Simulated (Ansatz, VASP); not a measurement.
## Cd: VASP beside Ansatz

The input INCAR:

```
PREC = Accurate ; ENCUT = 520
EDIFF = 1E-7 ; ISMEAR = 0
SIGMA = 0.15 ; LREAL = False
LASPH = True ; NELM = 100
ALGO = Normal ; ISIF = 2
LWAVE = False ; LCHARG = False
GGA = PE ; NBANDS = 12
```

Contents of KPOINTS:

```
Automatic mesh
0
Gamma
  18 18 18
```

File POSCAR:

```
Cd
1.0
    0.0000000000      2.2541534960      2.2541534960
    2.1639873562      0.0000000000      2.2541534960
    2.1639873562      2.2541534960      0.0000000000
Cd
1
Direct
    0.0000000000      0.0000000000      0.0000000000
```

Input for Ansatz:

```yaml
crystal:
  lattice:
    - [0.0, 2.254153496, 2.254153496]
    - [2.1639873562, 0.0, 2.254153496]
    - [2.1639873562, 2.254153496, 0.0]
  atoms:
    - { symbol: Cd, position: [0.0, 0.0, 0.0] }
basis:
  ecutwfc: 420
kpoints:
  mp_grid: { grid: [18, 18, 18] }
hamiltonian:
  xc: pbe
scf:
  occupations: { method: gaussian, width: 0.15 }
output:
  forces: true
  stress: true
  eigenvalues: true
```

Change from the starting cell: normal strain along x -0.0400, normal strain along y +0.0000.

Alike in both runs: task single point; functional PBE; k mesh 18 × 18 × 18; occupations gaussian, width 0.15 eV; no spin polarisation.

|  | VASP | Ansatz |
| --- | --- | --- |
| version | VASP 6.6.1 | Ansatz 0.2.0 |
| potentials or method | VASP PAW PBE potentials, release 64 (Cd), cutoff 520 eV | scalar-relativistic, plane waves, PAW |
| valence electrons in the cell | 12 | 20 |

```tsv
	VASP	Ansatz	Ansatz less VASP
gap on the k mesh at the Fermi level (eV)	none	none	-
pressure (GPa)	2.1	1.8	-0.28
traceless stress, the component that is largest in VASP (GPa)	0.70	0.69	-0.006
```

A gap of «none» marks a metal or a gap that the smearing closes. VASP's potentials hold 12 valence electrons a cell and Ansatz's 20, so a difference there can come from the potentials and not from the codes.
